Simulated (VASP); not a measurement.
Write the native input for VASP 6.6.1 that does the following.

```
Task                   : single point
Functional             : PBE
Potentials or basis    : VASP PAW PBE potentials, release 64 (Al, O)
Cutoff                 : 520 eV
k mesh                 : 6 × 6 × 6
Occupations            : gaussian, width 0.05 eV
Spin                   : no spin polarisation
Dipole correction      : no
Further INCAR settings : ALGO = Normal; EDIFF = 1e-07; NBANDS = 35
```

The structure of Al2O3 lies in POSCAR:

```
Al2O3
1.0
    2.3570281816      1.3608308551      4.0649308019
   -2.3570281816      1.3608308551      4.0649308019
    0.0000000000     -2.7216617102      4.0649308019
Al O
4 6
Direct
    0.8521293568      0.8521293568      0.8521293568
    0.6478706432      0.6478706432      0.6478706432
    0.1478706432      0.1478706432      0.1478706432
    0.3521293568      0.3521293568      0.3521293568
    0.0561574040      0.4438425960      0.7500000000
    0.7500000000      0.0561574040      0.4438425960
    0.4438425960      0.7500000000      0.0561574040
    0.9438425960      0.5561574040      0.2500000000
    0.2500000000      0.9438425960      0.5561574040
    0.5561574040      0.2500000000      0.9438425960
```

The input as run:

INCAR

```
SYSTEM = Al2O3
PREC     = Accurate       ! precision mode
ENCUT    = 520            ! plane-wave cutoff, eV
EDIFF    = 1E-7           ! SCF threshold, eV
ISMEAR   = 0              ! smearing method
SIGMA    = 0.05           ! smearing width, eV
LREAL    = .FALSE.        ! projectors in reciprocal space
LASPH    = .TRUE.         ! aspherical terms in the spheres
NELM     = 60             ! most SCF steps
ALGO     = Normal         ! electronic algorithm
ISIF     = 2              ! what is computed and relaxed
LWAVE    = .FALSE.        ! write WAVECAR
LCHARG   = .FALSE.        ! write CHGCAR
GGA      = PE             ! functional
NBANDS   = 35             ! bands
```

KPOINTS

```
regular mesh
0
G
  6 6 6
  0 0 0
```

Potentials or basis: VASP PAW PBE potentials, release 64 (Al, O).

Command:

```sh
$ cat potpaw_PBE.64/Al/POTCAR potpaw_PBE.64/O/POTCAR > POTCAR
$ mpirun -np 1 vasp_std > vasp.out
```

Results of the run:

```yaml
Pressure: 32.1 GPa
Largest_force: 0.544 eV/Å
Band_gap_on_the_k_mesh: 6.76 eV
```

Caveat: the cell stands under pressure.

Run time: 2.1 min on 1 thread of Intel Xeon 8259CL (shared host), peak memory 0.23 GiB.
